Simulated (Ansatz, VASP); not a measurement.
Two plane-wave programs on Ni

```
Ni
1.0
     2.35509    0.00000    0.00000
     0.00000    2.35509    0.00000
     0.00000    0.00000    2.35509
Ni
1
Direct
  0.00000 0.00000 0.00000
```

Alike in both runs: task single point; functional RPBE; k mesh 22 × 22 × 22; occupations fermi-dirac, width 0.05 eV; collinear spin.

```csv
,VASP,Ansatz
version,VASP 6.6.1,Ansatz 0.2.0
potentials or method,"VASP PAW PBE potentials, release 64 (Ni), cutoff 520 eV","plane waves (420 eV) with PAW, scalar-relativistic"
valence electrons in the cell,10,18
```

|  | VASP | Ansatz | Ansatz less VASP |
| --- | --- | --- | --- |
| net moment per atom (μB) | 0.62 | 0.64 | +0.024 |
| size of the moment on the site where the two differ most (μB) | 0.62 | 0.66 | +0.036 |

VASP's potentials were made for PBE, not for RPBE. Site moments also hang on the region over which each program counts them. VASP's potentials hold 10 valence electrons a cell and Ansatz's 18, so a difference there can come from the potentials and not from the codes.
